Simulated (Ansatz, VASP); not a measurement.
Ta in VASP and in Ansatz

```
CELL_PARAMETERS angstrom
2.86184 0.00000 0.00000
-0.95395 2.69817 0.00000
0.00000 0.00000 24.34674
ATOMIC_POSITIONS crystal
Ta 0.50000 0.50000 0.31270
Ta 0.00000 0.00000 0.40424
Ta 0.50000 0.50000 0.50000
Ta 0.00000 0.00000 0.59576
Ta 0.50000 0.50000 0.68730
```

Alike in both runs: functional r2SCAN; k mesh 13 × 13 × 1; occupations gaussian, width 0.1 eV; no spin polarisation.

Ansatz relaxed the structure, and its values are those at the end. VASP's run is a single point on that final structure, the one shown.

|  | VASP | Ansatz |
| --- | --- | --- |
| version | VASP 6.6.1 | Ansatz 0.2.0 |
| potentials or method | VASP PAW PBE potentials, release 64 (Ta_pv), cutoff 520 eV | scalar-relativistic, plane waves, PAW |
| valence electrons in the cell | 55 | 65 |

```csv
,VASP,Ansatz,Ansatz less VASP
gap on the k mesh at the Fermi level (eV),none,none,-
rms of the force components (eV/Å),0.011,0.000,-0.0107
```

VASP's potentials were made for PBE, not for r2SCAN. A gap of «none» marks a metal or a gap that the smearing closes. With one functional, cell and mesh, what is left measures potentials, basis and numerics. VASP's potentials hold 55 valence electrons a cell and Ansatz's 65, so a difference there can come from the potentials and not from the codes. Ansatz's warnings: xc potential rough in thin density.

Spin-orbit coupling is off throughout.
